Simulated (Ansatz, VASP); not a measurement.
Be3Se2O: VASP beside Ansatz

File INCAR:

```
PREC = Accurate ; ENCUT = 600
EDIFF = 1E-6 ; ISMEAR = 0
SIGMA = 0.1 ; LREAL = False
LASPH = True ; NELM = 60
ALGO = Normal ; ISIF = 3
LWAVE = False ; LCHARG = False
GGA = PE ; IBRION = 2
NSW = 90 ; EDIFFG = -0.04
```

File KPOINTS:

```
Automatic mesh
0
Gamma
  6 6 4
```

POSCAR

```
Be3Se2O
1.0
    4.5296885100      0.0000000000      0.0000000000
   -2.2648442500      3.9228253200      0.0000000000
    0.0000000000      0.0000000000      5.2514369900
Be Se O
3 2 1
Direct
    0.5000000000      0.0000000000      0.7561486800
    0.0000000000      0.5000000000      0.7561486800
    0.5000000000      0.5000000000      0.7561486800
    0.3333333300      0.6666666700      0.2423220100
    0.6666666700      0.3333333300      0.2423220100
    0.0000000000      0.0000000000      0.7155707100
```

Input for Ansatz:

```yaml
crystal:
  lattice:
    - [4.52968851, 0.0, 0.0]
    - [-2.26484425, 3.92282532, 0.0]
    - [0.0, 0.0, 5.25143699]
  atoms:
    - { symbol: Be, position: [0.5, 0.0, 0.75614868] }
    - { symbol: Be, position: [0.0, 0.5, 0.75614868] }
    - { symbol: Be, position: [0.5, 0.5, 0.75614868] }
    - { symbol: Se, position: [0.33333333, 0.66666667, 0.24232201] }
    - { symbol: Se, position: [0.66666667, 0.33333333, 0.24232201] }
    - { symbol: O, position: [0.0, 0.0, 0.71557071] }
basis:
  ecutwfc: 420
kpoints:
  mp_grid: { grid: [6, 6, 4] }
hamiltonian:
  xc: pbe
scf:
  occupations: { method: gaussian, width: 0.1 }
  lower_state_search: "off"
output:
  forces: true
  stress: true
  eigenvalues: true
relax:
  adjacent_minimum: "off"
  f_tol: 0.04
  max_steps: 70
  cell: { stress_tol: 0.4 }
```

Alike in both runs: task relaxation of cell and atoms; functional PBE; k mesh 6 × 6 × 4; occupations gaussian, width 0.1 eV; no spin polarisation.

```csv
,VASP,Ansatz
version,VASP 6.6.1,Ansatz 0.2.0
potentials or method,"VASP PAW PBE potentials, release 64 (Be, Se, O), cutoff 600 eV","scalar-relativistic, plane waves, PAW"
valence electrons in the cell,24,44
```

Ansatz gave:

* gap on the k mesh at the Fermi level, each at its own relaxed structure (eV): none
* relaxed volume (Å³/atom): 15.09
* relaxed cell length with the largest relative difference (Å): 5.740

Q: Estimate VASP's values.

A: gap on the k mesh at the Fermi level, each at its own relaxed structure (eV): none; relaxed volume (Å³/atom): 15.21; relaxed cell length with the largest relative difference (Å): 5.772.

A gap of «none» marks a metal or a gap that the smearing closes. VASP's potentials hold 24 valence electrons a cell and Ansatz's 44, so a difference there can come from the potentials and not from the codes.
